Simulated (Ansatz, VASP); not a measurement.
One calculation of SnO, two programs

```
CELL_PARAMETERS angstrom
3.82016 0.00000 0.00000
0.00000 3.82016 0.00000
0.00000 0.00000 22.22608
ATOMIC_POSITIONS crystal
Sn 0.75000 0.25000 0.20246
Sn 0.25000 0.75000 0.30878
Sn 0.25000 0.12500 0.50000
Sn 0.75000 0.62500 0.60632
O 0.25000 0.25000 0.25562
O 0.75000 0.75000 0.25562
O 0.75000 0.12500 0.55316
O 0.25000 0.62500 0.55316
```

Alike in both runs: task single point; functional PBE; dispersion D3(BJ); k mesh 7 × 7 × 1; occupations gaussian, width 0.05 eV; no spin polarisation.

|  | VASP | Ansatz |
| --- | --- | --- |
| version | VASP 6.6.1 | Ansatz 0.2.0 |
| potentials or method | VASP PAW PBE potentials, release 64 (Sn_d, O), cutoff 520 eV | scalar-relativistic, plane waves, PAW |
| valence electrons in the cell | 80 | 80 |

Ansatz gave:

```
gap on the k mesh at the Fermi level (eV) : 2.51
least direct gap on the mesh (eV)         : 2.62
rms of the force components (eV/Å)        : 0.012
```

Problem. What did VASP give for the same quantities?

Solution. gap on the k mesh at the Fermi level (eV): 2.50; least direct gap on the mesh (eV): 2.58; rms of the force components (eV/Å): 0.045.
